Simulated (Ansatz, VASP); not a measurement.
## GaP in VASP and in Ansatz

```xyz
2
Lattice="0.0000 2.7530 2.7530 2.7530 0.0000 2.7530 2.7530 2.7530 0.0000" Properties=species:S:1:pos:R:3 pbc="T T T"
Ga    0.0014   -0.0005    0.0011
P     4.1309    4.1290    4.1306
```

Alike in both runs: functional PBE; k mesh 8 × 8 × 8; no spin polarisation.

Ansatz relaxed the structure, and its values are those at the end. VASP's run is a single point on that final structure, the one shown.

|  | VASP | Ansatz |
| --- | --- | --- |
| version | VASP 6.6.1 | Ansatz 0.2.0 |
| potentials or method | VASP PAW PBE potentials, release 64 (Ga_d, P), cutoff 520 eV | scalar-relativistic, plane waves, PAW |
| occupations | tetrahedron | tetrahedron-uncorrected |
| valence electrons in the cell | 18 | 18 |

```csv
,VASP,Ansatz,Ansatz less VASP
gap on the k mesh at the Fermi level (eV),1.58,1.58,+0.003
pressure (GPa),-0.1,0.0,+0.07
```

Ansatz's warnings: band table not solved further, displaced walk ended near start symmetry, forces under tetrahedra, relaxation start displaced.
